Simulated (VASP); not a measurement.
A run of VASP 6.6.1 is set up as follows.

Contents of INCAR:

```
SYSTEM = ZnS
ALGO = Normal
EDIFF = 1E-6
ENCUT = 520
GGA = PE
ISIF = 2
ISMEAR = -1
LASPH = .True.
LCHARG = .False.
LREAL = .False.
LWAVE = .False.
NBANDS = 16
NELM = 100
PREC = Accurate
SIGMA = 0.1
```

File KPOINTS:

```
k-points
0
Gamma
  15 15 15
  0 0 0
```

Contents of POSCAR:

```
ZnS
1.0
    3.0267440494      0.0000000000      0.0000000000
    0.0000000000      3.0267440494      0.0000000000
    0.0000000000      0.0000000000      3.0267440494
Zn S
1 1
Direct
    0.0000000000      0.0000000000      0.0000000000
    0.5000000000      0.5000000000      0.5000000000
```

Potentials or basis: VASP PAW PBE potentials, release 64 (Zn, S).

Launch:

```sh
$ cat potpaw_PBE.64/Zn/POTCAR potpaw_PBE.64/S/POTCAR > POTCAR
$ mpirun -np 1 vasp_std > vasp.out
```

(1) Predict the pressure.

(2) Estimate the band gap on the k mesh.

Results:

(1) 18.1 GPa.

(2) zero (band 9 reaches 6.87 eV, above the bottom of band 10 at 5.41 eV).
